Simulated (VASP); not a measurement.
# C in VASP: notebook

Runs on C. Level: r2SCAN. Tasks: single point.

All numbers are computed with VASP 6.6.1; they aren't measurements. Logs are shortened: lines on timing, memory, paths and dates and some standing lists are left out, and cuts for length are marked.

### 1 The cell of the first run

Symmetry: Fd-3m, No. 227, cubic system. Conventional cell: a = 3.560 Å, b = 3.560 Å, c = 3.560 Å, α = 90.00°, β = 90.00°, γ = 90.00°. C (site symmetry -43m) has 4 C at 1.54 Å within 2.1 Å.

### 2 Single point, r2SCAN

The input, POSCAR:

```
C
1.0
    0.0000000000     -1.7801161419     -1.7801161419
   -1.7801161419      0.0000000000     -1.7801161419
    1.7801161419      1.7801161419     -3.5602322838
C
4
Direct
    0.7500000000      0.7500000000      0.7500000000
    0.2500000000      0.2500000000      0.2500000000
    0.3750000000      0.3750000000      0.8750000000
    0.8750000000      0.8750000000      0.3750000000
```

The input, INCAR.step1:

```
SYSTEM = C
PREC = Accurate
ENCUT = 520
ISMEAR = 0
SIGMA = 0.05
LREAL = .False.
LASPH = .True.
NELM = 80
NBANDS = 16
GGA = PE
ALGO = Normal
EDIFF = 1E-4
LWAVE = .True.
LCHARG = .False.
```

The input, INCAR.step2:

```
SYSTEM = C
PREC = Accurate
ENCUT = 520
EDIFF = 1E-6
ISMEAR = 0
SIGMA = 0.05
LREAL = .False.
LASPH = .True.
NELM = 80
ALGO = Normal
ISIF = 2
LWAVE = .False.
LCHARG = .True.
METAGGA = R2SCAN
LMIXTAU = .True.
LELF = .True.
LVHAR = .True.
NBANDS = 16
ISTART = 1
```

The input, KPOINTS:

```
regular mesh
0
Gamma
  12 12 10
  0 0 0
```

Potentials or basis: VASP PAW PBE potentials, release 64 (C).

On the command line:

```
cat potpaw_PBE.64/C/POTCAR > POTCAR
cp INCAR.step1 INCAR
mpirun -np 1 vasp_std > vasp.out
cp INCAR.step2 INCAR
mpirun -np 1 vasp_std > vasp.out
```

OUTCAR:

```text
SYSTEM = C
   PREC = Accurate
   ENCUT = 520
   EDIFF = 1E-6
   ISMEAR = 0
   LREAL = .False.
   LASPH = .True.
   NELM = 80
   ISIF = 2
   METAGGA = R2SCAN
   ISTART = 1

 ion  position               nearest neighbor table
   1  0.750  0.750  0.750-   3 1.54   3 1.54   3 1.54   4 1.54
   2  0.250  0.250  0.250-   4 1.54   4 1.54   3 1.54   4 1.54
   3  0.375  0.375  0.875-   1 1.54   2 1.54   1 1.54   1 1.54
   4  0.875  0.875  0.375-   1 1.54   2 1.54   2 1.54   2 1.54

  LATTYP: Found a trigonal (rhomboedric) cell.
 ALAT       =     4.3603762305
 COS(alpha) =     0.8333333333

  Lattice vectors:

 A1 = (   1.7801161419,   3.5602322838,  -1.7801161419)
 A2 = (   3.5602322838,   1.7801161419,  -1.7801161419)
 A3 = (   1.7801161419,   1.7801161419,  -3.5602322838)

Analysis of symmetry for initial positions (statically):
=====================================================================
 Subroutine PRICEL returns following result:

  LATTYP: Found a face centered cubic cell.
 ALAT       =     3.5602322838

  Lattice vectors:

 A1 = (   0.0000000000,  -1.7801161419,   1.7801161419)
 A2 = (   1.7801161419,  -1.7801161419,   0.0000000000)
 A3 = (   1.7801161419,   0.0000000000,   1.7801161419)

   2 primitive cells build up your supercell.

 Routine SETGRP: Setting up the symmetry group for a
 trigonal (rhombohedral) supercell.

 Subroutine GETGRP returns: Found 12 space group operations
 (whereof  6 operations were pure point group operations)
 out of a pool of 12 trial point group operations.

The static configuration has the point symmetry C_3v.
 The point group associated with its full space group is D_3d.

Analysis of symmetry for dynamics (positions and initial velocities):
=====================================================================
 Subroutine PRICEL returns following result:

  LATTYP: Found a face centered cubic cell.
 ALAT       =     3.5602322838

  Lattice vectors:

 A1 = (   0.0000000000,  -1.7801161419,   1.7801161419)
 A2 = (   1.7801161419,  -1.7801161419,   0.0000000000)
 A3 = (   1.7801161419,   0.0000000000,   1.7801161419)

   2 primitive cells build up your supercell.

 Routine SETGRP: Setting up the symmetry group for a
 trigonal (rhombohedral) supercell.

 Subroutine GETGRP returns: Found 12 space group operations
 (whereof  6 operations were pure point group operations)
 out of a pool of 12 trial point group operations.

The dynamic configuration has the point symmetry C_3v.
 The point group associated with its full space group is D_3d.

 Subroutine INISYM returns: Found 12 space group operations
 (whereof  6 operations are pure point group operations),
 and found     2 'primitive' translations

----------------------------------------------------------------------------------------

                                     Primitive cell

  volume of cell :      11.2817

  direct lattice vectors                    reciprocal lattice vectors
     0.000000000 -1.780116142  1.780116142    -0.280880549 -0.280880549  0.280880549
     1.780116142 -1.780116142  0.000000000     0.280880549 -0.280880549 -0.280880549
     1.780116142  0.000000000  1.780116142     0.280880549  0.280880549  0.280880549

  length of vectors
     2.517464390  2.517464390  2.517464390     0.486499382  0.486499382  0.486499382

  position of ions in fractional coordinates (direct lattice)
     0.500000000  0.500000000  0.500000000
     0.250000000  0.250000000  0.250000000

  ion indices of the primitive-cell ions
   primitive index   ion index
                 1           1
                 2           4

----------------------------------------------------------------------------------------

 KPOINTS: regular mesh

Automatic generation of k-mesh.
 Grid dimensions read from file:
 generate k-points for:   12   12   10

 Generating k-lattice:

  Cartesian coordinates                     Fractional coordinates (reciprocal lattice)
     0.011703356 -0.035110069 -0.011703356     0.083333333  0.000000000  0.000000000
    -0.035110069  0.011703356 -0.011703356     0.000000000  0.083333333  0.000000000
     0.014044027  0.014044027 -0.014044027     0.000000000  0.000000000  0.100000000

  Length of vectors
     0.038815641  0.038815641  0.024324969

  Shift w.r.t. Gamma in fractional coordinates (k-lattice)
     0.000000000  0.000000000  0.000000000

 -----------------------------------------------------------------------------
|                                                                             |
|           W    W    AA    RRRRR   N    N  II  N    N   GGGG   !!!           |
|           W    W   A  A   R    R  NN   N  II  NN   N  G    G  !!!           |
|           W    W  A    A  R    R  N N  N  II  N N  N  G       !!!           |
|           W WW W  AAAAAA  RRRRR   N  N N  II  N  N N  G  GGG   !            |
|           WW  WW  A    A  R   R   N   NN  II  N   NN  G    G                |
|           W    W  A    A  R    R  N    N  II  N    N   GGGG   !!!           |
|                                                                             |
|     Your reciprocal lattice and k-lattice belong to different lattice       |
|     classes:                                                                |
|                                                                             |
|        The reciprocal lattice is rhombohedral (trigonal),                   |
|        whereas your k-lattice is base-centered monoclinic.                  |
|                                                                             |
|     Results are often still useful ...                                      |
|                                                                             |
 -----------------------------------------------------------------------------

 WARNING: IBZKPT: internal override: KBLOWUP is changed to .FALSE.
      ... skipping the blow-up phase ...

 Subroutine IBZKPT returns following result:
 ===========================================

 Found    367 irreducible k-points:

 Following reciprocal coordinates:
            Coordinates               Weight
  0.000000  0.000000  0.000000      1.000000
  0.083333  0.000000  0.000000      4.000000
  0.166667  0.000000 -0.000000      4.000000
  0.250000  0.000000  0.000000      4.000000
  0.333333  0.000000  0.000000      4.000000
  0.416667  0.000000 -0.000000      4.000000
[... 16 lines left out ...]
  0.500000  0.166667 -0.000000      8.000000
 -0.416667  0.166667  0.000000      4.000000
 [... further k-points ...]
   k-points           NKPTS =    367   k-points in BZ     NKDIM =    367   number of bands    NBANDS=     16
   number of dos      NEDOS =    301   number of ions     NIONS =      4
   total plane-waves  NPLWV =  12800
   dimension x,y,z NGX =    20 NGY =   20 NGZ =   32
   dimension x,y,z NGXF=    40 NGYF=   40 NGZF=   64
   ions per type =               4
   NGX,Y,Z   is equivalent  to a cutoff of  13.21, 13.21, 12.20 a.u.
   NGXF,Y,Z  is equivalent  to a cutoff of  26.41, 26.41, 24.40 a.u.
 SYSTEM =  C
   PREC   = accura    normal or accurate (medium, high low for compatibility)
   ISTART =      1    job   : 0-new  1-cont  2-samecut
   ICHARG =      0    charge: 1-file 2-atom 10-const
   ISPIN  =      1    spin polarized calculation?
   LNONCOLLINEAR =      F non collinear calculations
   LSORBIT =      F    spin-orbit coupling
   LASPH  =      T    aspherical Exc in radial PAW
   ENCUT  =  520.0 eV  38.22 Ry    6.18 a.u.   4.68  4.68  8.11*2*pi/ulx,y,z
   NELM   =     80;   NELMIN=  2; NELMDL=  0     # of ELM steps
   EDIFF  = 0.1E-05   stopping-criterion for ELM
   LREAL  =      F    real-space projection
   EDIFFG = 0.1E-04   stopping-criterion for IOM
   NSW    =      0    number of steps for IOM
   IBRION =     -1    ionic relax: 0-MD 1-quasi-New 2-CG
   NFREE  =      0    steps in history (QN), initial steepest desc. (CG)
   ISIF   =      2    stress and relaxation
   ISYM   =      2    0-nonsym 1-usesym 2-fastsym
   POTIM  = 0.5000    time-step for ionic-motion
   TEBEG  =    0.0;   TEEND  =   0.0 temperature during run
   PSTRESS=    0.0 pullay stress
   NELECT =      16.0000    total number of electrons
   NUPDOWN=      -1.0000    fix difference up-down
   EMIN   =  10.00;   EMAX   =-10.00  energy-range for DOS
   EFERMI =   0.00;   METHOD = LEGACY
   ISMEAR =     0;   SIGMA  =   0.05  broadening in eV -4-tet -1-fermi 0-gaus
   EFERMI_NEDOS =   21; number of points for ismear=-14 and -15
   IALGO  =     38    algorithm
   IMIX   =      4    mixing-type and parameters
     AMIX     =   0.40;   BMIX     =  1.00
     AMIX_MAG =   1.60;   BMIX_MAG =  1.00
  volume/ion in A,a.u.               =       5.64        38.07
  Fermi-wavevector in a.u.,A,eV,Ry     =   1.459867  2.758748 28.996877  2.131210
  Thomas-Fermi vector in A             =   2.576383
   LORBIT       =      0    0 simple, 1 ext, 2 COOP (PROOUT), +10 PAW based schemes
   METAGGA = R2SCAN    functional components
   LHFCALC =     F    Hartree Fock is set to
   AEXX    =    0.0000 exact exchange contribution
   IVDW    =     0    specifies the selected vdW correction
   LEPSILON=     F    determine dielectric tensor
   LRPA    =     F    only Hartree local field effects (RPA)
 non-spin polarized calculation
 Gauss-broadening in eV      SIGMA  =   0.05
  energy-cutoff  :      520.00
  volume of cell :       22.56
 maximum number of plane-waves:       624
   NGX =  9   NGY =  9   NGZ = 17

 number of electron      16.0000000 magnetization

 Free energy of the ion-electron system (eV)
  ---------------------------------------------------
  ext. energy  EPLUGINS =         0.00000000
  ---------------------------------------------------
  free energy    TOTEN  =       -39.31442027 eV

  energy without entropy =      -39.31442027  energy(sigma->0) =      -39.31442027

 E-fermi :  10.0816     XC(G=0): -14.2879

 val. band max:        9.7932966325   @ k =   0.0000   0.0000   0.0000
 cond. band min:      14.1607435923   @ k =  -0.3333  -0.3333   0.3000
 fundamental gap:      4.3674469598
 Fermi energy:        10.0815706801

 k-point     1 :       0.0000    0.0000    0.0000
  band No.  band energies     occupation
      1     -12.9784      2.00000
      2      -6.9992      2.00000
      3      -4.3127      2.00000
      4       6.8015      2.00000
      5       6.8015      2.00000
      6       9.7933      2.00000
[... 433 lines left out ...]
      3      -1.8953      2.00000
      4      -1.0253      2.00000
      5       1.2935      2.00000
      6       2.0207      2.00000
[... 8 lines left out ...]
     15      25.1062      0.00000
     16      25.9551      0.00000

 [... further k-points ...]

------------------------ aborting loop because EDIFF is reached ----------------------------------------

  FORCE on cell =-STRESS in cart. coord.  units (eV):
  Direction    XX          YY          ZZ          XY          YZ          ZX
  --------------------------------------------------------------------------------------
  -------------------------------------------------------------------------------------
  Total        0.1547293      0.1547293      0.1547293     -0.0001044      0.0001044      0.0001044
  in kB       10.9869760     10.9869760     10.9869760     -0.0074137      0.0074137      0.0074137
  external PRESSURE =      10.9869760 kB  Pullay stress =       0.0000000 kB

 VOLUME and BASIS-vectors are now :
 -----------------------------------------------------------------------------
  energy-cutoff  :      520.00
  volume of cell :       22.56
      direct lattice vectors                 reciprocal lattice vectors
     0.000000000 -1.780116142 -1.780116142     0.140440275 -0.421320824 -0.140440275
    -1.780116142  0.000000000 -1.780116142    -0.421320824  0.140440275 -0.140440275
     1.780116142  1.780116142 -3.560232284     0.140440275  0.140440275 -0.140440275

 POSITION                                       TOTAL-FORCE (eV/Angst)
 -----------------------------------------------------------------------------------
      0.00000      0.00000     -5.34035         0.000050      0.000050     -0.000050
      0.00000      0.00000     -1.78012         0.000050      0.000050     -0.000050
      0.89006      0.89006     -4.45029        -0.000050     -0.000050      0.000050
     -0.89006     -0.89006     -4.45029        -0.000050     -0.000050      0.000050
 -----------------------------------------------------------------------------------
    total drift:                               -0.000000      0.000000     -0.000000

  FREE ENERGIE OF THE ION-ELECTRON SYSTEM (eV)
  ---------------------------------------------------
  free  energy   TOTEN  =       -39.3144202661 eV

  energy  without entropy=      -39.3144202661  energy(sigma->0) =      -39.31442027
```

Run time: 4.2 min. Hardware: 1 thread of Intel Xeon Platinum 8488C (Sapphire Rapids), shared host; peak memory 0.2 GiB.

Results:

| Property | Result |
| --- | --- |
| Free energy | -39.3144 eV |
| Pressure | 1.1 GPa |
| Band gap on the k mesh | 4.37 eV |

Caveat: the PAW data sets were made with another functional, which shifts forces and pressure a little. r2SCAN opens gaps a little over a GGA but as a rule still falls short of measured ones.

### 3 Single point, r2SCAN (atoms displaced along a vibrational mode)

The input, POSCAR:

```
C
1.0
    0.0000000000     -1.7801161419     -1.7801161419
   -1.7801161419      0.0000000000     -1.7801161419
    1.7801161419      1.7801161419     -3.5602322838
C
4
Direct
    0.7516217432      0.7516217432      0.7451350062
    0.2483782568      0.2483782568      0.2548649938
    0.3733782568      0.3733782568      0.8798649938
    0.8766217432      0.8766217432      0.3701350062
```

The input, INCAR.step1:

```
SYSTEM = C
PREC     = Accurate       ! precision mode
ENCUT    = 520            ! plane-wave cutoff, eV
ISMEAR   = 0              ! smearing method
SIGMA    = 0.05           ! smearing width, eV
LREAL    = .FALSE.        ! projectors in reciprocal space
LASPH    = .TRUE.         ! aspherical terms in the spheres
NELM     = 80             ! most SCF steps
NBANDS   = 16             ! bands
ISYM     = 0            
GGA      = PE             ! functional
ALGO     = Normal         ! electronic algorithm
EDIFF    = 1E-4           ! SCF threshold, eV
LWAVE    = .TRUE.         ! write WAVECAR
LCHARG   = .FALSE.        ! write CHGCAR
```

The input, INCAR.step2:

```
SYSTEM = C
PREC     = Accurate       ! precision mode
ENCUT    = 520            ! plane-wave cutoff, eV
EDIFF    = 1E-6           ! SCF threshold, eV
ISMEAR   = 0              ! smearing method
SIGMA    = 0.05           ! smearing width, eV
LREAL    = .FALSE.        ! projectors in reciprocal space
LASPH    = .TRUE.         ! aspherical terms in the spheres
NELM     = 80             ! most SCF steps
ALGO     = Normal         ! electronic algorithm
ISIF     = 2              ! what is computed and relaxed
LWAVE    = .FALSE.        ! write WAVECAR
LCHARG   = .TRUE.         ! write CHGCAR
METAGGA  = R2SCAN         ! meta-GGA
LMIXTAU  = .TRUE.       
LELF     = .TRUE.         ! ELF
LVHAR    = .TRUE.       
NBANDS   = 16             ! bands
ISYM     = 0            
ISTART   = 1
```

The input, KPOINTS:

```
regular mesh
0
G
  12 12 10
  0 0 0
```

Potentials or basis: VASP PAW PBE potentials, release 64 (C).

On the command line:

```
cat potpaw_PBE.64/C/POTCAR > POTCAR
cp INCAR.step1 INCAR
mpirun -np 1 vasp_std > vasp.out
cp INCAR.step2 INCAR
mpirun -np 1 vasp_std > vasp.out
```

It took 8.2 min on 1 thread of Intel Xeon Platinum 8488C (Sapphire Rapids), shared host; peak memory 0.28 GiB.

The run converged. Its results:

```
Free energy            : -39.2564 eV
Pressure               : 1.4 GPa
Largest force          : 1.461 eV/Å
Band gap on the k mesh : 4.31 eV
```

Forces on the atoms (eV/Å):
```
C    0.843  0.843 -0.843
C   -0.830 -0.830  0.830
C   -0.843 -0.843  0.843
C    0.830  0.830 -0.830
```

Stress tensor (GPa, compression positive):
```
 1.37 -0.25  0.25
-0.25  1.37  0.25
 0.25  0.25  1.37
```

Levels at points of the mesh, in eV from the valence-band top:
```csv
k point,band 6,band 7,band 8,band 9,band 10,band 11
"(0.00, 0.00, 0.00)",-0.04,0.00,0.00,5.79,5.80,5.80
"(0.50, 0.00, 0.00)",-7.14,-5.60,-4.87,6.11,6.57,11.72
"(0.00, 0.50, 0.00)",-7.14,-5.60,-4.87,6.11,6.57,11.72
"(0.50, 0.50, 0.00)",-6.73,-3.03,-3.00,4.94,4.94,8.83
"(0.00, 0.00, 0.50)",-2.27,-1.56,-1.56,8.10,8.10,8.21
"(0.50, 0.00, 0.50)",-6.73,-3.03,-3.00,4.94,4.94,8.83
"(0.00, 0.50, 0.50)",-6.73,-3.03,-3.00,4.94,4.94,8.83
"(0.50, 0.50, 0.50)",-7.14,-5.60,-4.87,6.11,6.57,11.72
```

Caveat: the cell differs from its parent crystal (atoms displaced along a vibrational mode); the PAW data sets were made with another functional, which shifts forces and pressure a little.

[end of part 1 of 2]
